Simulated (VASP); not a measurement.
A run of VASP 6.6.1 is set up as follows.

Contents of INCAR:

```
PREC = Accurate
ENCUT = 400
EDIFF = 1E-6
ISMEAR = 0
SIGMA = 0.05
LREAL = False
LASPH = True
NELM = 120
ALGO = Normal
ISIF = 2
LWAVE = False
LCHARG = False
LDIPOL = True
IDIPOL = 3
DIPOL = 0.5 0.5 0.300
GGA = PE
IVDW = 12
NBANDS = 56
GGA_COMPAT = False
NELMDL = -8
```

The input KPOINTS:

```
regular mesh
0
Gamma
  14 14 1
```

File POSCAR:

```
Te2Pt
1.0
    4.0260000000      0.0000000000      0.0000000000
   -2.0130000000      3.4866182756      0.0000000000
    0.0000000000      0.0000000000     60.6059999939
Te Pt
8 4
Direct
    0.6666666667      0.3333333333      0.1500919675
    0.3333333333      0.6666666667      0.1955292341
    0.6666666667      0.3333333333      0.2352535276
    0.3333333333      0.6666666667      0.2805445731
    0.6666666667      0.3333333333      0.3201055276
    0.3333333333      0.6666666667      0.3653965731
    0.6666666667      0.3333333333      0.4051208666
    0.3333333333      0.6666666667      0.4505581332
    0.0000000000      0.0000000000      0.1732009405
    0.0000000000      0.0000000000      0.2578659837
    0.0000000000      0.0000000000      0.3427841170
    0.0000000000      0.0000000000      0.4274491603
```

Potentials or basis: VASP PAW PBE potentials, release 64 (Te, Pt).

Command:

```bash
$ cat potpaw_PBE.64/Te/POTCAR potpaw_PBE.64/Pt/POTCAR > POTCAR
$ mpirun -np 1 vasp_std > vasp.out
```

(1) What does it give for the dispersion energy per atom?

(2) What does it give for the largest force?

(3) What does it give for the band gap on the k mesh?

## Answers

(1) -0.506 eV.

(2) 0.018 eV/Å.

(3) zero (bands 44 and 45 overlap by 1.11 eV).

Caveat: spin-orbit coupling is left out, which moves the levels of the heavy elements.
